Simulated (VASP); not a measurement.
Input of a VASP 6.6.1 run:

POSCAR

```
P
1.0
    3.1424132122      0.0000000000      0.0000000000
    0.0000000000     33.2899635222      0.0000000000
    0.0000000000      0.0000000000      4.7613034882
P
4
Direct
    0.0000000000      0.9692461411      0.5921574147
    0.0000000000      0.0307538589      0.4078425853
    0.5000000000      0.0307538589      0.0921574147
    0.5000000000      0.9692461411      0.9078425853
```

File INCAR.step1:

```
SYSTEM = P
  ALGO = Normal
  EDIFF = 1E-4
  ENCUT = 520
  GGA = PE
  ISMEAR = 0
  LASPH = .True.
  LCHARG = .False.
  LREAL = .False.
  LWAVE = .True.
  NBANDS = 18
  NELM = 100
  PREC = Accurate
  SIGMA = 0.02
```

The input INCAR.step2:

```
SYSTEM = P
  ALGO = Normal
  EDIFF = 1E-6
  ENCUT = 520
  ISIF = 2
  ISMEAR = 0
  ISTART = 1
  LASPH = .True.
  LCHARG = .False.
  LMIXTAU = .True.
  LREAL = .False.
  LWAVE = .False.
  METAGGA = R2SCAN
  NBANDS = 18
  NELM = 100
  PREC = Accurate
  SIGMA = 0.02
```

KPOINTS

```
k-points
0
Gamma
  8 1 6
  0 0 0
```

Potentials or basis: VASP PAW PBE potentials, release 64 (P).

Run with:

```sh
$ cat potpaw_PBE.64/P/POTCAR > POTCAR
$ cp INCAR.step1 INCAR
$ mpirun -np 1 vasp_std > vasp.out
$ cp INCAR.step2 INCAR
$ mpirun -np 1 vasp_std > vasp.out
```

Task: What does it give for the largest force?

Result: 0.312 eV/Å.

Task: What does it give for the band gap on the k mesh?

Result: 1.16 eV (least direct gap 1.19 eV).

Forces on the atoms (eV/Å):
```
P    0.000 -0.184  0.253
P    0.000  0.184 -0.253
P    0.000  0.184  0.253
P    0.000 -0.184 -0.253
```

Caveat: the cell differs from its parent crystal (biaxial strain in the a-b plane: -4.5 %); the PAW data sets were made with another functional, which shifts forces and pressure a little.
